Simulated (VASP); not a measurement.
Input of a VASP 6.6.1 run:

Contents of INCAR:

```
ALGO = Normal
EDIFF = 1E-6
ENCUT = 520
ISIF = 2
ISMEAR = -1
LASPH = True
LCHARG = False
LREAL = False
LWAVE = False
NBANDS = 11
NELM = 80
PREC = Accurate
SIGMA = 0.05
```

File KPOINTS:

```
k-points
0
Gamma
  12 12 12
```

File POSCAR:

```
BN
1.0
    1.2511217832      0.7223354983      3.3729344033
   -1.2511217832      0.7223354983      3.3729344033
    0.0000000000     -1.4446709966      3.3729344033
N B
1 1
Direct
    0.6672382000      0.6672382000      0.6672382000
    0.0003288000      0.0003288000      0.0003288000
```

Potentials or basis: VASP PAW LDA potentials, release 64 (N, B).

The run is started by

```console
$ cat potpaw_LDA.64/N/POTCAR potpaw_LDA.64/B/POTCAR > POTCAR
$ mpirun -np 1 vasp_std > vasp.out
```

**Question.** Estimate the band gap on the k mesh.

**Answer.** 4.09 eV, indirect (least direct gap 4.55 eV).

**Question.** Predict the pressure.

**Answer.** -3.8 GPa.

Stress tensor (GPa, compression positive):
```
-5.17  0.00  0.00
 0.00 -5.17  0.00
 0.00  0.00 -1.12
```

A k mesh can miss the band edges. As with any semilocal functional, this LDA gap is likely too small.
